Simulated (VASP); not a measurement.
The system is BeAs2C.

```xyz
8
Lattice="3.2756 0.0000 0.0000 0.0000 3.2756 0.0000 0.0000 0.0000 9.2649" Properties=species:S:1:pos:R:3 pbc="T T T"
Be    1.6378    0.0000    8.1067
Be    0.0000    1.6378    1.1581
As    1.6378    1.6378    0.0000
As    0.0000    0.0000    2.3162
As    1.6378    1.6378    4.6324
As    0.0000    0.0000    6.9486
C     1.6378    0.0000    3.4743
C     0.0000    1.6378    5.7905
```

* Program: VASP 6.6.1
* Task: relaxation of cell and atoms
* Functional: PBEsol
* Potentials or basis: VASP PAW PBE potentials, release 64 (Be, As, C)
* Cutoff: 600 eV
* k mesh: 6 × 6 × 2
* Occupations: fermi-dirac, width 0.03 eV
* Spin: no spin polarisation

At the start: pressure 21.0 GPa; volume 12.43 Å³/atom.

Where does the relaxation end?

Over 15 steps the energy falls by 176.6 meV/atom and the volume is 14.42 Å³/atom (+16.1 %); space group P-4m2 (No. 115, to 0.05 Å).

The path:
```
step  energy change (eV)  largest force (eV/Å)  pressure (GPa)  volume (Å³)
   1              0.0000                1.4115           20.99        99.41
   2             -0.9425                1.0102           -7.06       124.70
   3             -1.1106                1.0564           -1.14       116.52
   4             -1.2317                0.5850           -0.78       116.00
   5             -1.3214                0.6692            0.64       114.78
   6             -1.3806                0.3939            0.30       115.09
   7             -1.3854                0.3246            0.23       115.20
   8             -1.4057                0.1107           -0.09       115.47
   9             -1.4114                0.0931           -0.35       115.70
  10             -1.4127                0.0171            0.17       115.18
  11             -1.4128                0.0170            0.09       115.26
  12             -1.4128                0.0104            0.00       115.37
  13             -1.4129                0.0133           -0.02       115.40
  14             -1.4129                0.0128           -0.02       115.39
  15             -1.4129                0.0037            0.00       115.37
```

Final structure:
```yaml
crystal:
  lattice:
    - [3.44582, 0.00000, 0.00000]
    - [0.00000, 3.44582, 0.00000]
    - [0.00000, 0.00000, 9.71680]
  atoms:
    - { symbol: Be, position: [0.50000, 0.00000, 0.86089] }
    - { symbol: Be, position: [0.00000, 0.50000, 0.13911] }
    - { symbol: As, position: [0.50000, 0.50000, 0.00000] }
    - { symbol: As, position: [0.00000, 0.00000, 0.27211] }
    - { symbol: As, position: [0.50000, 0.50000, 0.50000] }
    - { symbol: As, position: [0.00000, 0.00000, 0.72789] }
    - { symbol: C, position: [0.50000, 0.00000, 0.39221] }
    - { symbol: C, position: [0.00000, 0.50000, 0.60779] }
```

Caveat: the volume moved by over 15 % at a fixed basis, so the end points are rough; the PAW data sets were made with another functional, which shifts forces and pressure a little.
